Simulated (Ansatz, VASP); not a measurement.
CdS in VASP and in Ansatz

```
Cd S
1.0
     4.15000    0.00000    0.00000
    -2.07500    3.59401    0.00000
     0.00000    0.00000    6.73700
Cd S
2 2
Direct
  0.66667 0.33333 0.50000
  0.33333 0.66667 0.00000
  0.66667 0.33333 0.87500
  0.33333 0.66667 0.37500
```

Alike in both runs: task single point; functional PBE; k mesh 5 × 5 × 3; occupations fermi-dirac, width 0.02 eV; no spin polarisation.

```csv
,VASP,Ansatz
version,VASP 6.6.1,Ansatz 0.2.0
potentials or method,"VASP PAW PBE potentials, release 64 (Cd, S), cutoff 520 eV","all-electron LAPW, scalar-relativistic"
```

```csv
,VASP,Ansatz,Ansatz less VASP
gap on the k mesh at the Fermi level (eV),1.20,1.19,-0.003
least direct gap on the mesh (eV),1.20,1.19,-0.003
pressure (GPa),2.4,2.1,-0.30
"traceless stress, the component that is largest in VASP (GPa)",0.41,0.39,-0.013
rms of the force components (eV/Å),0.038,0.038,-0.0007
```

Atom by atom the forces differ by 0.001 eV/Å (rms over components). Ansatz ran all-electron here, and VASP with PAW potentials.
